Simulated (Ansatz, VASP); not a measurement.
# Two plane-wave programs on CoO

Contents of INCAR:

```
SYSTEM = CoO
  ALGO = Normal
  EDIFF = 1E-6
  ENCUT = 700
  GGA = RP
  GGA_COMPAT = .FALSE.
  ISIF = 2
  ISMEAR = 0
  ISPIN = 2
  IVDW = 13
  LASPH = .TRUE.
  LCHARG = .FALSE.
  LDAU = .TRUE.
  LDAUJ = 0 0
  LDAUL = 2 -1
  LDAUPRINT = 1
  LDAUTYPE = 2
  LDAUU = 3.3 0
  LMAXMIX = 4
  LORBIT = 11
  LREAL = .FALSE.
  LWAVE = .FALSE.
  MAGMOM = 2.89 0.23
  NBANDS = 22
  NELM = 200
  PREC = Accurate
  SIGMA = 0.05
```

Contents of KPOINTS:

```
k-points
0
G
  10 10 10
  0 0 0
```

POSCAR

```
CoO
1.0
    0.0000000000      2.1750413196      2.1750413196
    2.1750413196      0.0000000000      2.1750413196
    2.1750413196      2.1750413196      0.0000000000
Co O
1 1
Direct
    0.0000000000      0.0000000000      0.0000000000
    0.5000000000      0.5000000000      0.5000000000
```

Input for Ansatz:

```yaml
crystal:
  lattice:
    - [0.0, 2.1750413196, 2.1750413196]
    - [2.1750413196, 0.0, 2.1750413196]
    - [2.1750413196, 2.1750413196, 0.0]
  atoms:
    - { symbol: Co, position: [0.0, 0.0, 0.0], spin: 2.89 }
    - { symbol: O, position: [0.5, 0.5, 0.5] }
basis:
  ecutwfc: 420
  ecutrho_ratio: 4
kpoints:
  mp_grid: { grid: [10, 10, 10] }
hamiltonian:
  xc: rpbe
  dispersion: d4
  hubbard:
    sites:
      - { species: Co, l: d, u_eff: 3.3, starting_ns: start.occupation_matrices }
    ns_hold: { iters: 6 }
scf:
  occupations: { method: gaussian, width: 0.05 }
  lower_state_search: "off"
output:
  forces: true
  stress: true
  eigenvalues: true
  populations: true
  hubbard: { sites: [{ species: Co, l: d }] }
magnetization:
  spin_polarized: true
```

Alike in both runs: task single point; functional RPBE; dispersion D4; k mesh 10 × 10 × 10; occupations gaussian, width 0.05 eV; collinear spin; Hubbard terms Co d U = 3.3 eV.

```csv
,VASP,Ansatz
version,VASP 6.6.1,Ansatz 0.2.0
potentials or method,"VASP PAW PBE potentials, release 64 (Co_sv, O), cutoff 700 eV","scalar-relativistic, plane waves, PAW"
valence electrons in the cell,23,23
```

VASP gave:

```
pressure (GPa)                                                : -11.3
net moment per atom (μB)                                      : 1.50
size of the moment on the site where the two differ most (μB) : 2.70
```

Question: Estimate Ansatz's values.

Answer: Pressure (GPa): -3.1; net moment per atom (μB): 1.50; size of the moment on the site where the two differ most (μB): 2.63.

VASP's potentials were made for PBE, not for RPBE. Site moments also hang on the region over which each program counts them. The programs project onto different local orbitals, so the same U acts differently, and such runs can settle in different states. Ansatz's warnings: dispersion switch in reach, symmetry narrowed by occupation matrices.
